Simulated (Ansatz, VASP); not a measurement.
# Al: VASP beside Ansatz

The input INCAR:

```
ALGO = Normal
EDIFF = 1E-6
ENCUT = 520
GGA = PE
ISIF = 2
ISMEAR = -1
LASPH = True
LCHARG = True
LELF = True
LREAL = False
LVHAR = True
LWAVE = False
NBANDS = 8
NELM = 100
PREC = Accurate
SIGMA = 0.15
```

File KPOINTS:

```
k-points
0
Gamma
  14 14 14
```

File POSCAR:

```
Al
1.0
    0.0000000000      2.0742098517      2.0742098517
    2.0742098517      0.0000000000      2.0742098517
    2.0742098517      2.0742098517      0.0000000000
Al
1
Direct
    0.0000000000      0.0000000000      0.0000000000
```

Input for Ansatz:

```yaml
crystal:
  lattice:
    - [0.0, 2.0742098517373293, 2.0742098517373293]
    - [2.0742098517373293, 0.0, 2.0742098517373293]
    - [2.0742098517373293, 2.0742098517373293, 0.0]
  atoms:
    - { symbol: Al, position: [0.0, 0.0, 0.0] }
basis:
  ecutwfc: 489.804952427784
kpoints:
  mp_grid:
    grid: [14, 14, 14]
hamiltonian:
  xc: pbe
  pseudopotentials:
    kind: paw
scf:
  occupations:
    method: fermi_dirac
    width: 0.15
output:
  stress: true
```

Alike in both runs: task single point; functional PBE; k mesh 14 × 14 × 14; occupations fermi-dirac, width 0.15 eV; no spin polarisation.

|  | VASP | Ansatz |
| --- | --- | --- |
| version | VASP 6.6.1 | Ansatz 0.2.0 |
| potentials or method | VASP PAW PBE potentials, release 64 (Al), cutoff 520 eV | plane waves, PAW |
| valence electrons in the cell | 3 | 3 |

|  | VASP | Ansatz | Ansatz less VASP |
| --- | --- | --- | --- |
| pressure (GPa) | -5.0 | -5.0 | +0.02 |
